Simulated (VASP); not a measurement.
Set up this calculation in VASP 6.6.1, as the native input.

- Task: single point
- Functional: PBEsol
- Potentials or basis: VASP PAW PBE potentials, release 64 (Zn)
- Cutoff: 520 eV
- k mesh: 22 × 22 × 22
- Occupations: gaussian, width 0.15 eV
- Spin: no spin polarisation
- Dipole correction: no
- Further INCAR settings: ALGO = Fast; EDIFF = 1e-06; NBANDS = 12

The structure of Zn lies in POSCAR:

```
Zn
1.0
   -2.2004796613      1.6281060913      1.6281060913
    1.6281060913     -2.2004796613      1.6281060913
    1.6281060913      1.6281060913     -2.2004796613
Zn
1
Direct
    0.0000000000      0.0000000000      0.0000000000
```

The input as run:

INCAR

```
  ALGO = Fast
  EDIFF = 1E-6
  ENCUT = 520
  GGA = PS
  ISIF = 2
  ISMEAR = 0
  LASPH = True
  LCHARG = False
  LREAL = False
  LWAVE = False
  NBANDS = 12
  NELM = 60
  PREC = Accurate
  SIGMA = 0.15
```

KPOINTS

```
k-points
0
Gamma
  22 22 22
```

Potentials or basis: VASP PAW PBE potentials, release 64 (Zn).

Launch:

```bash
$ cat potpaw_PBE.64/Zn/POTCAR > POTCAR
$ mpirun -np 1 vasp_std > vasp.out
```

Results of the run:

```
Pressure               : 67.5 GPa
Band gap on the k mesh : zero (band 6 reaches 6.53 eV, above the bottom of band 7 at -1.23 eV)
```

Caveat: the PAW data sets were made with another functional, which shifts forces and pressure a little.

Run time: 70 s on 1 thread of Intel(R) Xeon(R) 6975P-C (Granite Rapids) (shared host), peak memory 0.29 GiB.
